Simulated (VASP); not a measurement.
# Sc3W (Pm-3m) in VASP: notebook, part 2 of 2

VASP 6.6.1. Earlier steps stand in the parts before.

**4. Relaxation of cell and atoms, PBE**

This run uses another cell than the first one, of 22.45 Å³/atom.

INCAR reads:

```
ALGO     = Normal         # electronic algorithm
EDIFF    = 1E-6           # SCF threshold, eV
EDIFFG   = -0.04          # ionic threshold
ENCUT    = 600            # plane-wave cutoff, eV
GGA      = PE             # functional
IBRION   = 2              # ionic algorithm
ISIF     = 3              # what is computed and relaxed
ISMEAR   = 0              # smearing method
LASPH    = T              # aspherical terms in the spheres
LCHARG   = F              # write CHGCAR
LREAL    = F              # projectors in reciprocal space
LWAVE    = F              # write WAVECAR
NELM     = 60             # most SCF steps
NSW      = 90             # ionic steps
PREC     = Accurate       # precision mode
SIGMA    = 0.1            # smearing width, eV
```

KPOINTS reads:

```
k-points
0
Gamma
  4 4 4
```

POSCAR reads:

```
Sc3W
1.0
    4.4780675100      0.0000000000      0.0000000000
    0.0000000000      4.4780675100      0.0000000000
    0.0000000000      0.0000000000      4.4780675100
Sc W
3 1
Direct
    0.5000000000      0.0000000000      0.5000000000
    0.0000000000      0.5000000000      0.5000000000
    0.5000000000      0.5000000000      0.0000000000
    0.0000000000      0.0000000000      0.0000000000
```

Potentials or basis: VASP PAW PBE potentials, release 64 (Sc_sv, W_sv).

Command:

```
cat potpaw_PBE.64/Sc_sv/POTCAR potpaw_PBE.64/W_sv/POTCAR > POTCAR
mpirun -np 1 vasp_std > vasp.out
```

OUTCAR:

```text
EDIFF = 1E-6
   EDIFFG = -0.04
   ENCUT = 600
   GGA = PE
   IBRION = 2
   ISIF = 3
   ISMEAR = 0
   LASPH = T
   LREAL = F
   NELM = 60
   NSW = 90
   PREC = Accurate

 ion  position               nearest neighbor table
   1  0.500  0.000  0.500-   2 3.17   3 3.17   4 3.17   3 3.17   4 3.17   2 3.17   3 3.17   3 3.17
                             2 3.17   4 3.17   4 3.17   2 3.17
   2  0.000  0.500  0.500-   1 3.17   3 3.17   4 3.17   3 3.17   4 3.17   1 3.17   4 3.17   4 3.17
                             1 3.17   3 3.17   3 3.17   1 3.17
   3  0.500  0.500  0.000-   1 3.17   2 3.17   4 3.17   1 3.17   2 3.17   1 3.17   4 3.17   1 3.17
                             2 3.17   4 3.17   2 3.17   4 3.17
   4  0.000  0.000  0.000-   1 3.17   2 3.17   3 3.17   1 3.17   2 3.17   2 3.17   3 3.17   2 3.17
                             1 3.17   3 3.17   1 3.17   3 3.17

  LATTYP: Found a simple cubic cell.
 ALAT       =     4.4780675100

  Lattice vectors:

 A1 = (   4.4780675100,   0.0000000000,   0.0000000000)
 A2 = (   0.0000000000,   4.4780675100,   0.0000000000)
 A3 = (   0.0000000000,   0.0000000000,   4.4780675100)

Analysis of symmetry for initial positions (statically):
=====================================================================
 Subroutine PRICEL returns:
 Original cell was already a primitive cell.

 Routine SETGRP: Setting up the symmetry group for a
 simple cubic supercell.

 Subroutine GETGRP returns: Found 48 space group operations
 (whereof 48 operations were pure point group operations)
 out of a pool of 48 trial point group operations.

The static configuration has the point symmetry O_h .

Analysis of symmetry for dynamics (positions and initial velocities):
=====================================================================
 Subroutine PRICEL returns:
 Original cell was already a primitive cell.

 Routine SETGRP: Setting up the symmetry group for a
 simple cubic supercell.

 Subroutine GETGRP returns: Found 48 space group operations
 (whereof 48 operations were pure point group operations)
 out of a pool of 48 trial point group operations.

The dynamic configuration has the point symmetry O_h .

[... 100 lines left out ...]
   EMIN   =  10.00;   EMAX   =-10.00  energy-range for DOS
   EFERMI =   0.00;   METHOD = LEGACY
   ISMEAR =     0;   SIGMA  =   0.10  broadening in eV -4-tet -1-fermi 0-gaus
   EFERMI_NEDOS =   21; number of points for ismear=-14 and -15
   IALGO  =     38    algorithm
   IMIX   =      4    mixing-type and parameters
     AMIX     =   0.40;   BMIX     =  1.00
     AMIX_MAG =   1.60;   BMIX_MAG =  1.00
  volume/ion in A,a.u.               =      22.45       151.50
  Fermi-wavevector in a.u.,A,eV,Ry     =   1.319320  2.493153 23.682372  1.740605
  Thomas-Fermi vector in A             =   2.449227
   LORBIT       =      0    0 simple, 1 ext, 2 COOP (PROOUT), +10 PAW based schemes
   GGA     = PE    functional components
   LHFCALC =     F    Hartree Fock is set to
   AEXX    =    0.0000 exact exchange contribution
   IVDW    =     0    specifies the selected vdW correction
   LEPSILON=     F    determine dielectric tensor
   LRPA    =     F    only Hartree local field effects (RPA)
 conjugate gradient relaxation of ions
 non-spin polarized calculation
 Gauss-broadening in eV      SIGMA  =   0.10
  energy-cutoff  :      600.00
  volume of cell :       89.80
 maximum number of plane-waves:      3016
 NGX is ok and might be reduce to    36
   NGX = 17   NGY = 17   NGZ = 17

--------------------------------------- Ionic step        1  -------------------------------------------

 number of electron      47.0000000 magnetization

 Free energy of the ion-electron system (eV)
  ---------------------------------------------------
  ext. energy  EPLUGINS =         0.00000000
  ---------------------------------------------------
  free energy    TOTEN  =       -30.55528582 eV

  energy without entropy =      -30.54466156  energy(sigma->0) =      -30.54997369

------------------------ aborting loop because EDIFF is reached ----------------------------------------

  FORCE on cell =-STRESS in cart. coord.  units (eV):
  Direction    XX          YY          ZZ          XY          YZ          ZX
  --------------------------------------------------------------------------------------
  -------------------------------------------------------------------------------------
  Total       -3.2433787     -3.2433787     -3.2433787     -0.0000000     -0.0000000      0.0000000
  in kB      -57.8677143    -57.8677143    -57.8677143     -0.0000000     -0.0000000      0.0000000
  external PRESSURE =     -57.8677143 kB  Pullay stress =       0.0000000 kB
[... 63 lines left out ...]
--------------------------------------- Ionic step        3  -------------------------------------------

 number of electron      46.9999995 magnetization

 Free energy of the ion-electron system (eV)
  ---------------------------------------------------
  ext. energy  EPLUGINS =         0.00000000
  ---------------------------------------------------
  free energy    TOTEN  =       -30.67652240 eV

  energy without entropy =      -30.66410817  energy(sigma->0) =      -30.67031529

 E-fermi :   5.4468     XC(G=0): -10.9597

 val. band max:        5.4186589056   @ k =   0.5000   0.5000   0.0000
 cond. band min:       5.4913786989   @ k =   0.5000   0.5000   0.2500
 fundamental gap:      0.0727197933
 Fermi energy:         5.4467998728

 k-point     1 :       0.0000    0.0000    0.0000
  band No.  band energies     occupation
      1     -68.0697      2.00000
      2     -43.8167      2.00000
      3     -43.7002      2.00000
      4     -43.7002      2.00000
      5     -32.2386      2.00000
      6     -32.2386      2.00000
[... 330 lines left out ...]
  FREE ENERGIE OF THE ION-ELECTRON SYSTEM (eV)
  ---------------------------------------------------
  free  energy   TOTEN  =       -30.6765224015 eV

  energy  without entropy=      -30.6641081702  energy(sigma->0) =      -30.67031529

 reached required accuracy - stopping structural energy minimisation
```

OSZICAR:

```text
N       E                     dE             d eps       ncg     rms          rms(c)
DAV:   1     0.901194544456E+03    0.90119E+03   -0.23485E+04   560   0.201E+03
DAV:   2     0.465379872098E+02   -0.85466E+03   -0.84632E+03   776   0.805E+02
DAV:   3    -0.283274869541E+02   -0.74865E+02   -0.72439E+02   936   0.277E+02
[... 30 lines left out ...]
DAV:   5    -0.306774103657E+02   -0.21856E-03   -0.38871E-02   996   0.115E+00    0.180E-01
DAV:   6    -0.306765318379E+02    0.87853E-03   -0.42915E-03   756   0.314E-01    0.626E-02
DAV:   7    -0.306765400571E+02   -0.82192E-05   -0.70039E-04   952   0.141E-01    0.252E-02
DAV:   8    -0.306765232185E+02    0.16839E-04   -0.78123E-05   824   0.582E-02    0.865E-03
DAV:   9    -0.306765224015E+02    0.81700E-06   -0.52371E-06   600   0.132E-02
   3 F= -.30676522E+02 E0= -.30670315E+02  d E =-.121237E+00
```

Wall time 1.7 min (1 thread of Intel Xeon 8259CL, shared host); peak memory 0.23 GiB.

What came out:

```yaml
Free_energy: -30.6765 eV
Relaxed_volume: 20.87 Å³/atom
Relaxed_cell: a = 4.370 Å, b = 4.370 Å, c = 4.370 Å, α = 90.00°, β = 90.00°, γ = 90.00°
Space_group_after_relaxing_to_0.1_Å: Pm-3m (No. 221)
Energy_gained_by_relaxing: 30.3 meV/atom
Ionic_steps: 3
Pressure_after_relaxing: 0.0 GPa
Band_gap_on_the_k_mesh: zero (an odd number of electrons rules out a gap without spin polarisation)
```

Step by step:
```csv
step,energy change (eV),largest force (eV/Å),pressure (GPa),volume (Å³)
1,0.0000,0.0000,-5.79,89.80
2,-0.0700,0.0000,4.49,79.67
3,-0.1212,0.0000,-0.02,83.46
```

Final structure:
```xyz
4
Lattice="4.3702 0.0000 0.0000 0.0000 4.3702 0.0000 0.0000 0.0000 4.3702" Properties=species:S:1:pos:R:3 pbc="T T T"
Sc    2.1851    0.0000    2.1851
Sc    0.0000    2.1851    2.1851
Sc    2.1851    2.1851    0.0000
W     0.0000    0.0000    0.0000
```

Caveat: spin-orbit coupling is left out, which moves the levels of the heavy elements.

**5. Single point, PBE**

This run uses another cell than the first one, of 20.74 Å³/atom.

INCAR reads:

```
ALGO     = Fast           # electronic algorithm
EDIFF    = 1E-6           # SCF threshold, eV
ENCUT    = 520            # plane-wave cutoff, eV
GGA      = PE             # functional
ISIF     = 2              # what is computed and relaxed
ISMEAR   = 0              # smearing method
LASPH    = True           # aspherical terms in the spheres
LCHARG   = False          # write CHGCAR
LREAL    = False          # projectors in reciprocal space
LWAVE    = False          # write WAVECAR
NBANDS   = 32             # bands
NELM     = 60             # most SCF steps
PREC     = Accurate       # precision mode
SIGMA    = 0.1            # smearing width, eV
```

KPOINTS reads:

```
k-points
0
Gamma
  10 10 10
```

POSCAR reads:

```
Sc3W
1.0
    4.3613823640      0.0000000000      0.0000000000
    0.0000000000      4.3613823640      0.0000000000
    0.0000000000      0.0000000000      4.3613823640
Sc W
3 1
Direct
    0.5000000000      0.0000000000      0.5000000000
    0.0000000000      0.5000000000      0.5000000000
    0.5000000000      0.5000000000      0.0000000000
    0.0000000000      0.0000000000      0.0000000000
```

Command:

```
cat potpaw_PBE.64/Sc_sv/POTCAR potpaw_PBE.64/W_sv/POTCAR > POTCAR
mpirun -np 1 vasp_std > vasp.out
```

Wall time 3.2 min (1 thread of Intel Xeon 8259CL, shared host); peak memory 0.26 GiB.

Results (log left out):

```
Free energy            : -30.6732 eV
Pressure               : 0.1 GPa
Band gap on the k mesh : zero (an odd number of electrons rules out a gap without spin polarisation)
```

Levels at points of the mesh, in eV from the Fermi level:
| k point | band 19 | band 20 | band 21 | band 22 | band 23 | band 24 | band 25 | band 26 | band 27 | band 28 |
| --- | --- | --- | --- | --- | --- | --- | --- | --- | --- | --- |
| (0.00, 0.00, 0.00) | -2.64 | -2.28 | -1.67 | -1.67 | -1.67 | 1.31 | 1.31 | 1.31 | 2.53 | 2.53 |
| (0.50, 0.00, 0.00) | -1.80 | -1.00 | -0.95 | -0.73 | -0.73 | 0.17 | 0.17 | 0.18 | 0.59 | 1.88 |
| (0.50, 0.50, 0.00) | -1.78 | -1.78 | -0.69 | -0.69 | -0.55 | 0.01 | 0.24 | 0.31 | 0.68 | 0.68 |
| (0.50, 0.50, 0.50) | -2.59 | -2.59 | 0.34 | 0.34 | 0.56 | 0.57 | 0.57 | 0.57 | 1.06 | 1.06 |

Caveat: spin-orbit coupling is left out, which moves the levels of the heavy elements.

**6. Relaxation of cell and atoms, PBE**

INCAR reads:

```
PREC = Accurate ; ENCUT = 600
EDIFF = 1E-6 ; ISMEAR = 0
SIGMA = 0.1 ; LREAL = False
LASPH = True ; NELM = 60
ALGO = Fast ; ISIF = 3
LWAVE = False ; LCHARG = False
GGA = PE ; IBRION = 2
NSW = 100 ; EDIFFG = -0.01
```

KPOINTS reads:

```
Automatic mesh
0
Gamma
  10 10 10
```

POSCAR reads:

```
Sc3W
1.0
    4.3677731437      0.0000000000      0.0000000000
    0.0000000000      4.3677731437      0.0000000000
    0.0000000000      0.0000000000      4.3677731437
Sc W
3 1
Direct
    0.5000000000      0.0000000000      0.5000000000
    0.0000000000      0.5000000000      0.5000000000
    0.5000000000      0.5000000000      0.0000000000
    0.0000000000      0.0000000000      0.0000000000
```

Potentials or basis: VASP PAW PBE potentials, release 64 (Sc_sv, W_sv).

Command:

```
cat potpaw_PBE.64/Sc_sv/POTCAR potpaw_PBE.64/W_sv/POTCAR > POTCAR
mpirun -np 1 vasp_std > vasp.out
```

Wall time 8.3 min (1 thread of Intel Xeon 8259CL, shared host); peak memory 0.32 GiB.

The run converged. Its results:

```yaml
Free_energy: -30.6744 eV
Relaxed_volume: 20.78 Å³/atom
Relaxed_cell: a = 4.364 Å, b = 4.364 Å, c = 4.364 Å, α = 90.00°, β = 90.00°, γ = 90.00°
Space_group_after_relaxing_to_0.1_Å: Pm-3m (No. 221)
Energy_gained_by_relaxing: 0.0 meV/atom
Ionic_steps: 3
Pressure_after_relaxing: 0.0 GPa
Band_gap_on_the_k_mesh: zero (an odd number of electrons rules out a gap without spin polarisation)
```

The path:
| step | energy change (eV) | largest force (eV/Å) | pressure (GPa) | volume (Å³) |
| --- | --- | --- | --- | --- |
| 1 | 0.0000 | 0.0000 | -0.28 | 83.33 |
| 2 | 0.0000 | 0.0000 | 0.24 | 82.89 |
| 3 | -0.0001 | 0.0000 | -0.03 | 83.12 |

Final structure:
```cif
data_structure
_symmetry_space_group_name_H-M 'P 1'
_symmetry_Int_Tables_number 1
_cell_length_a 4.3642
_cell_length_b 4.3642
_cell_length_c 4.3642
_cell_angle_alpha 90.000
_cell_angle_beta 90.000
_cell_angle_gamma 90.000
_cell_volume 83.12
loop_
_atom_site_label
_atom_site_type_symbol
_atom_site_fract_x
_atom_site_fract_y
_atom_site_fract_z
_atom_site_occupancy
Sc1 Sc 0.50000 0.00000 0.50000 1
Sc2 Sc 0.00000 0.50000 0.50000 1
Sc3 Sc 0.50000 0.50000 0.00000 1
W1 W 0.00000 0.00000 0.00000 1
```

Levels at points of the mesh, in eV from the Fermi level:
```
           k point  band 20  band 21  band 22  band 23  band 24  band 25  band 26  band 27
(0.00, 0.00, 0.00)    -2.27    -1.66    -1.66    -1.66     1.31     1.31     1.31     2.52
(0.50, 0.00, 0.00)    -0.99    -0.94    -0.73    -0.73     0.17     0.17     0.18     0.58
(0.50, 0.50, 0.00)    -1.78    -0.69    -0.69    -0.55     0.02     0.24     0.31     0.68
(0.50, 0.50, 0.50)    -2.59     0.34     0.34     0.56     0.56     0.56     0.56     1.06
```

Caveat: spin-orbit coupling is left out, which moves the levels of the heavy elements.

**7. Summary**

```csv
task,cell,k mesh,cutoff (eV),gap on the mesh (eV),pressure (GPa),relaxed volume (Å³/atom)
single point,"a = 4.368 Å, 4 atoms",4 × 4 × 4,520,none,0.1,-
single point,"a = 4.478 Å, 4 atoms",4 × 4 × 4,520,none,-5.8,-
relaxation of cell and atoms,"relaxed from a = 4.478 Å, 4 atoms",4 × 4 × 4,600,none,0.0,20.87
single point,"a = 4.361 Å, 4 atoms",10 × 10 × 10,520,none,0.1,-
relaxation of cell and atoms,"relaxed from a = 4.368 Å, 4 atoms",10 × 10 × 10,600,none,0.0,20.78
```

Alike in all rows: level PBE; potentials or basis VASP PAW PBE potentials, release 64 (Sc_sv, W_sv); no spin polarisation; smearing gaussian 0.1 eV.

Caveats: spin-orbit coupling is left out, which moves the levels of the heavy elements; the cell stands under tension (at least some runs).

Absolute energies hang on the potentials; compare differences alone.
